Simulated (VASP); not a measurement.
Crystal: Mg.

```xyz
1
Lattice="5.2990 0.0000 0.0000 -2.6495 4.5891 0.0000 0.0000 0.0000 4.9966" Properties=species:S:1:pos:R:3 pbc="T T T"
Mg    0.0000    0.0000    2.4983
```

This isn't the form of Mg at room conditions, which is hcp.

* Program: VASP 6.6.1
* Task: relaxation of cell and atoms
* Functional: PBE
* Potentials or basis: VASP PAW PBE potentials, release 64 (Mg)
* Cutoff: 600 eV
* k mesh: 6 × 6 × 6
* Occupations: gaussian, width 0.02 eV
* Spin: no spin polarisation

At the start: pressure -0.3 GPa; volume 121.51 Å³/atom.

Q: How do energy, volume and symmetry change on relaxing?

A: Over 12 steps the energy falls by 1216.5 meV/atom and the volume is 25.29 Å³/atom (-79.2 %); space group P6/mmm (No. 191, to 0.1 Å) before and after.

Step by step:
| step | energy change (eV) | largest force (eV/Å) | pressure (GPa) | volume (Å³) |
| --- | --- | --- | --- | --- |
| 1 | 0.0000 | 0.0000 | -0.30 | 121.51 |
| 2 | -0.0077 | 0.0000 | -0.33 | 117.57 |
| 3 | -0.0354 | 0.0000 | -0.46 | 106.27 |
| 4 | -0.1155 | 0.0000 | -0.84 | 85.89 |
| 5 | -0.5222 | 0.0000 | -3.59 | 53.29 |
| 6 | -0.3259 | 0.0000 | 41.27 | 14.97 |
| 7 | -0.8361 | 0.0000 | -4.47 | 41.34 |
| 8 | -1.2109 | 0.0000 | -0.92 | 25.97 |
| 9 | -1.2113 | 0.0000 | 1.05 | 24.33 |
| 10 | -1.1608 | 0.0000 | -2.52 | 29.28 |
| 11 | -1.2164 | 0.0000 | -0.10 | 25.37 |
| 12 | -1.2165 | 0.0000 | -0.01 | 25.29 |

Final structure:
```xyz
1
Lattice="3.0736 0.0000 0.0000 -1.5368 2.6619 0.0000 0.0000 0.0000 3.0909" Properties=species:S:1:pos:R:3 pbc="T T T"
Mg    0.0000    0.0000    1.5454
```

Caveat: the volume moved by over 15 % at a fixed basis, so the end points are rough.
